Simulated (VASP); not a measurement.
Input of a VASP 6.6.1 run:

File POSCAR:

```
TiC
1.0
    0.0000000000      2.1642569600      2.1642569600
    2.1642569600      0.0000000000      2.1642569600
    2.1642569600      2.1642569600      0.0000000000
Ti C
1 1
Direct
    0.0000000000      0.0000000000      0.0000000000
    0.5000000000      0.5000000000      0.5000000000
```

INCAR.step1

```
SYSTEM = TiC
PREC = Accurate ; ENCUT = 520
ISMEAR = -1 ; SIGMA = 0.1
LREAL = .FALSE. ; LASPH = .TRUE.
NELM = 100 ; GGA = PE
ALGO = Normal ; EDIFF = 1E-4
LWAVE = .TRUE. ; LCHARG = .FALSE.
```

Contents of INCAR.step2:

```
SYSTEM = TiC
PREC = Accurate ; ENCUT = 520
EDIFF = 1E-6 ; ISMEAR = -1
SIGMA = 0.1 ; LREAL = .FALSE.
LASPH = .TRUE. ; NELM = 100
ALGO = Normal ; ISIF = 2
LWAVE = .FALSE. ; LCHARG = .FALSE.
METAGGA = R2SCAN ; LMIXTAU = .TRUE.
IBRION = 2 ; NSW = 50
EDIFFG = -0.01 ; ISTART = 1
```

The input KPOINTS:

```
Automatic mesh
0
G
  13 13 13
  0 0 0
```

Potentials or basis: VASP PAW PBE potentials, release 64 (Ti_sv, C).

Run with:

```bash
$ cat potpaw_PBE.64/Ti_sv/POTCAR potpaw_PBE.64/C/POTCAR > POTCAR
$ cp INCAR.step1 INCAR
$ mpirun -np 1 vasp_std > vasp.out
$ cp INCAR.step2 INCAR
$ mpirun -np 1 vasp_std > vasp.out
```

Question: Predict the band gap on the k mesh.

Answer: Zero (bands 8 and 9 overlap by 1.32 eV).

Final structure:
```cif
data_structure
_symmetry_space_group_name_H-M 'P 1'
_symmetry_Int_Tables_number 1
_cell_length_a 3.0607
_cell_length_b 3.0607
_cell_length_c 3.0607
_cell_angle_alpha 60.000
_cell_angle_beta 60.000
_cell_angle_gamma 60.000
_cell_volume 20.27
loop_
_atom_site_label
_atom_site_type_symbol
_atom_site_fract_x
_atom_site_fract_y
_atom_site_fract_z
_atom_site_occupancy
Ti1 Ti 0.00000 0.00000 0.00000 1
C1 C 0.50000 0.50000 0.50000 1
```

Caveat: the relaxation stopped at its first step, so nothing moved.
